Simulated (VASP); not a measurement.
Write the native input for VASP 6.6.1 that does the following.

```yaml
Task: single point
Functional: r2SCAN
Potentials_or_basis: VASP PAW PBE potentials, release 64 (Ba_sv, Ti_sv, O)
Cutoff: 520 eV
k_mesh: 6 × 6 × 6
Occupations: gaussian, width 0.05 eV
Spin: no spin polarisation
Hubbard_terms: Ti d U = 4.0 eV
Dipole_correction: no
Further_INCAR_settings: ALGO = Normal; EDIFF = 1e-07; NBANDS = 28
```

Crystal: BaTiO3.

```
Ba Ti O
1.0
     2.76598    1.59694    2.37902
    -2.76598    1.59694    2.37902
     0.00000   -3.19387    2.37902
Ba Ti O
1 1 3
Cartesian
  0.0000 0.0000 7.1368
  0.0000 0.0000 3.6235
  0.0000 -1.5786 4.6891
  -1.3671 0.7893 4.6891
  1.3671 0.7893 4.6891
```

This cell differs from its parent crystal: strain -0.025 along x and y, +0.025 along z.

The input as run:

POSCAR

```
BaTiO3
1.0
    2.7659750502      1.5969364398      2.3790184562
   -2.7659750502      1.5969364398      2.3790184562
    0.0000000000     -3.1938728796      2.3790184562
Ba Ti O
1 1 3
Direct
    0.9999656897      0.9999656897      0.9999656897
    0.5077048750      0.5077048750      0.5077048750
    0.4922539385      0.4922539385      0.9865215584
    0.4922539385      0.9865215584      0.4922539385
    0.9865215584      0.4922539385      0.4922539385
```

INCAR.step1

```
SYSTEM = BaTiO3
  ALGO = Normal
  EDIFF = 1E-4
  ENCUT = 520
  GGA = PE
  ISMEAR = 0
  LASPH = .True.
  LCHARG = .False.
  LDAU = .True.
  LDAUJ = 0 0 0
  LDAUL = -1 2 -1
  LDAUTYPE = 2
  LDAUU = 0 4 0
  LMAXMIX = 4
  LREAL = .False.
  LWAVE = .True.
  NBANDS = 28
  NELM = 150
  PREC = Accurate
  SIGMA = 0.05
```

INCAR.step2

```
SYSTEM = BaTiO3
  ALGO = Normal
  EDIFF = 1E-7
  ENCUT = 520
  ISIF = 2
  ISMEAR = 0
  ISTART = 1
  LASPH = .True.
  LCHARG = .False.
  LDAU = .True.
  LDAUJ = 0 0 0
  LDAUL = -1 2 -1
  LDAUPRINT = 1
  LDAUTYPE = 2
  LDAUU = 0 4 0
  LMAXMIX = 4
  LMIXTAU = .True.
  LREAL = .False.
  LWAVE = .False.
  METAGGA = R2SCAN
  NBANDS = 28
  NELM = 150
  PREC = Accurate
  SIGMA = 0.05
```

KPOINTS

```
k-points
0
Gamma
  6 6 6
  0 0 0
```

Potentials or basis: VASP PAW PBE potentials, release 64 (Ba_sv, Ti_sv, O).

Launch:

```console
$ cat potpaw_PBE.64/Ba_sv/POTCAR potpaw_PBE.64/Ti_sv/POTCAR potpaw_PBE.64/O/POTCAR > POTCAR
$ cp INCAR.step1 INCAR
$ mpirun -np 1 vasp_std > vasp.out
$ cp INCAR.step2 INCAR
$ mpirun -np 1 vasp_std > vasp.out
```

It gave:

The pressure is 9.4 GPa, the largest force is 0.653 eV/Å and the band gap on the k mesh is 2.86 eV (least direct gap 3.06 eV).

Caveat: the cell differs from its parent crystal (strain -0.025 along x and y, +0.025 along z); the cell stands under pressure; the PAW data sets were made with another functional, which shifts forces and pressure a little; spin-orbit coupling is left out, which moves the levels of the heavy elements.

Run time: 2.4 min on 1 thread of Intel(R) Xeon(R) Platinum 8488C (Sapphire Rapids) (shared host), peak memory 0.21 GiB.
